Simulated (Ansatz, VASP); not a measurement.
**One calculation of Sb, two programs**

The input POSCAR:

```
Sb
1.0
    3.3180000000      0.0000000000      0.0000000000
    0.0000000000      3.3180000000      0.0000000000
    0.0000000000      0.0000000000      3.0810000000
Sb
1
Direct
    0.0000000000      0.0000000000      0.0000000000
```

The input INCAR.step1:

```
PREC = Accurate
ENCUT = 520
ISMEAR = 0
SIGMA = 0.15
LREAL = F
LASPH = T
NELM = 60
NBANDS = 8
GGA = PE
ALGO = Normal
EDIFF = 1E-4
LWAVE = T
LCHARG = F
```

File INCAR.step2:

```
PREC = Accurate
ENCUT = 520
EDIFF = 1E-7
ISMEAR = 0
SIGMA = 0.15
LREAL = F
LASPH = T
NELM = 60
ALGO = Normal
ISIF = 2
LWAVE = F
LCHARG = F
METAGGA = R2SCAN
LMIXTAU = T
NBANDS = 8
ISTART = 1
```

The input KPOINTS:

```
regular mesh
0
Gamma
  16 16 16
```

Input for Ansatz:

```yaml
crystal:
  lattice:
    - [3.318, 0.0, 0.0]
    - [0.0, 3.318, 0.0]
    - [0.0, 0.0, 3.081]
  atoms:
    - { symbol: Sb, position: [0.0, 0.0, 0.0] }
basis:
  ecutwfc: 500
kpoints:
  mp_grid: { grid: [16, 16, 16] }
hamiltonian:
  xc: r2scan
scf:
  occupations: { method: gaussian, width: 0.15 }
output:
  forces: true
  stress: true
  eigenvalues: true
```

Change from the starting cell: strain +0.050 along x and y, -0.025 along z, atoms carried along.

Alike in both runs: task single point; functional r2SCAN; k mesh 16 × 16 × 16; occupations gaussian, width 0.15 eV; no spin polarisation.

|  | VASP | Ansatz |
| --- | --- | --- |
| version | VASP 6.6.1 | Ansatz 0.2.0 |
| potentials or method | VASP PAW PBE potentials, release 64 (Sb), cutoff 520 eV | scalar-relativistic, plane waves, PAW |
| valence electrons in the cell | 5 | 15 |

VASP gave:

| Property | Result |
| --- | --- |
| gap on the k mesh at the Fermi level (eV) | none |
| pressure (GPa) | -5.9 |
| traceless stress, the component that is largest in VASP (GPa) | 3.67 |

Problem. What did Ansatz give for the same quantities?

Solution. gap on the k mesh at the Fermi level (eV): none; pressure (GPa): -5.9; traceless stress, the component that is largest in VASP (GPa): 3.66.

VASP's potentials were made for PBE, not for r2SCAN. A gap of «none» marks a metal or a gap that the smearing closes. The functional is the same, so the differences come from potentials, cutoffs and numerics. VASP's potentials hold 5 valence electrons a cell and Ansatz's 15, so a difference there can come from the potentials and not from the codes.

Spin-orbit coupling is off throughout.
